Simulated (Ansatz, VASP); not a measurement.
# Two plane-wave programs on CsBr

The input INCAR:

```
  PREC = Accurate
  ENCUT = 400
  EDIFF = 1E-8
  ISMEAR = -1
  SIGMA = 0.02
  LREAL = False
  LASPH = True
  NELM = 120
  ALGO = Normal
  ISIF = 2
  LWAVE = False
  LCHARG = False
  GGA = PE
  LEFG = True
  NBANDS = 15
  GGA_COMPAT = False
```

File KPOINTS:

```
regular mesh
0
Gamma
  6 6 6
```

Contents of POSCAR:

```
CsBr
1.0
    4.4104598805      0.0000000000      0.0000000000
    0.0000000000      4.4104598805      0.0000000000
    0.0000000000      0.0000000000      4.4104598805
Cs Br
1 1
Direct
    0.0000000000      0.0000000000      0.0000000000
    0.5000000000      0.5000000000      0.5000000000
```

Input for Ansatz:

```yaml
crystal:
  lattice:
    - [4.4104598805, 0.0, 0.0]
    - [0.0, 4.4104598805, 0.0]
    - [0.0, 0.0, 4.4104598805]
  atoms:
    - { symbol: Cs, position: [0.0, 0.0, 0.0] }
    - { symbol: Br, position: [0.5, 0.5, 0.5] }
kpoints:
  mp_grid: { grid: [6, 6, 6] }
scf:
  occupations: { method: fermi_dirac, width: 0.02 }
hamiltonian:
  xc: pbe
  pseudopotentials: { kind: paw }
output:
  forces: true
  stress: true
  eigenvalues: true
  efg: { contact_densities: true }
```

Change from the starting cell: volume scaled by 1.06, PAW files.

Alike in both runs: task electric field gradients; functional PBE; k mesh 6 × 6 × 6; occupations fermi-dirac, width 0.02 eV; no spin polarisation.

```csv
,VASP,Ansatz
version,VASP 6.6.1,Ansatz 0.2.0
potentials or method,"VASP PAW PBE potentials, release 64 (Cs_sv, Br)","PAW with Ansatz's default frozen-core files, scalar-relativistic"
plane-wave cutoff (eV),400,420
valence electrons in the cell,16,16
```

VASP gave:

```
gap on the k mesh at the Fermi level (eV) : 4.19
pressure (GPa)                            : -0.2
```

Problem. What did Ansatz give for the same quantities?

Solution. gap on the k mesh at the Fermi level (eV): 4.20; pressure (GPa): -0.2.

Spin-orbit coupling is off throughout.
